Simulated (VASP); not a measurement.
The system is CuI.

```
CELL_PARAMETERS angstrom
4.02290 0.00000 0.00000
0.00000 4.02290 0.00000
0.00000 0.00000 5.65060
ATOMIC_POSITIONS crystal
Cu 0.00000 0.00000 0.00000
Cu 0.50000 0.50000 0.00000
I 0.00000 0.50000 0.29130
I 0.50000 0.00000 0.70870
```

| Quantity | Value |
| --- | --- |
| Program | VASP 6.6.1 |
| Task | relaxation of cell and atoms |
| Functional | LDA |
| Potentials or basis | VASP PAW LDA potentials, release 64 (Cu, I) |
| Cutoff | 600 eV |
| k mesh | 10 × 10 × 6 |
| Occupations | fermi-dirac, width 0.08 eV |
| Spin | no spin polarisation |

At the start: pressure 0.5 GPa; volume 22.86 Å³/atom.

Task: Where does the relaxation end?

Result: Over 72 steps the energy falls by 15.7 meV/atom and the volume is 24.29 Å³/atom (+6.2 %); space group P4/nmm (No. 129, to 0.1 Å) before and after.

Step by step:
```
step  energy change (eV)  largest force (eV/Å)  pressure (GPa)  volume (Å³)
   1              0.0000                0.3253            0.50        91.45
   3             -0.0426                0.1393           -0.44        95.24
   5             -0.0503                0.0060           -0.69        98.52
   7             -0.0556                0.1600            0.24        97.51
   9             -0.0626                0.0022           -0.12        97.56
  11             -0.0625                0.0423            0.19        97.05
  13             -0.0627                0.0174            0.03        97.40
  15             -0.0627                0.0080           -0.08        97.52
  17             -0.0627                0.0106           -0.06        97.49
  19             -0.0624                0.0238           -0.25        97.75
  21             -0.0627                0.0085           -0.10        97.50
  23             -0.0627                0.0107           -0.05        97.49
  25             -0.0627                0.0119           -0.01        97.48
  27             -0.0627                0.0116           -0.04        97.48
  29             -0.0627                0.0301            0.15        97.02
  31             -0.0627                0.0254            0.05        97.16
  33             -0.0627                0.0171            0.03        97.08
  35             -0.0626                0.0147            0.06        96.72
  37             -0.0627                0.0017            0.12        96.91
  39             -0.0628                0.0059            0.11        96.95
  41             -0.0628                0.0064            0.07        97.01
  43             -0.0628                0.0093           -0.07        97.03
  45             -0.0628                0.0065            0.11        97.02
  47             -0.0627                0.0222           -0.06        97.18
  49             -0.0628                0.0179           -0.11        97.13
  51             -0.0628                0.0059           -0.05        97.06
  53             -0.0628                0.0109            0.03        96.95
  55             -0.0628                0.0020            0.09        97.05
  57             -0.0628                0.0117           -0.05        97.14
  59             -0.0628                0.0039           -0.01        97.08
  61             -0.0628                0.0027           -0.01        97.06
  63             -0.0628                0.0096            0.02        97.13
  65             -0.0628                0.0086           -0.13        97.15
  67             -0.0628                0.0024           -0.05        97.16
  69             -0.0628                0.0071            0.01        97.12
  71             -0.0628                0.0024            0.04        97.14
  72             -0.0628                0.0010            0.00        97.14
```

Final structure:
```
Cu I
1.0
     3.96458    0.00000    0.00000
     0.00000    3.96458    0.00000
     0.00000    0.00000    6.18050
Cu I
2 2
Direct
  0.00000 0.00000 0.00000
  0.50000 0.50000 0.00000
  0.00000 0.50000 0.27079
  0.50000 0.00000 0.72921
```
